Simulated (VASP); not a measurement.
# Rh: single point with PBE

Crystal: Rh.

```xyz
1
Lattice="0.0000 1.9156 1.9156 1.9156 0.0000 1.9156 1.9156 1.9156 0.0000" Properties=species:S:1:pos:R:3 pbc="T T T"
Rh    0.0000    0.0000    0.0000
```

* Program: VASP 6.6.1
* Task: single point
* Functional: PBE
* Potentials or basis: VASP PAW PBE potentials, release 64 (Rh_pv)
* Cutoff: 520 eV
* k mesh: 18 × 18 × 18
* Occupations: fermi-dirac, width 0.05 eV
* Spin: non-collinear spin, zero start, spin-orbit coupling
* Starting moments: [[0.0, 0.0, 0.0]] μB

The pressure is 0.2 GPa. The net moment is 0.00 μB per cell and the valence electrons inside the program's atomic spheres are Rh 13.75.

Moments on the atoms (μB; x, y, z):
```
Rh  0.00 0.00 0.00
```

Run time: 55 s on 1 thread of AMD EPYC 9R45 96-Core Processor (Zen 5), with other jobs on the host, peak memory 0.2 GiB.
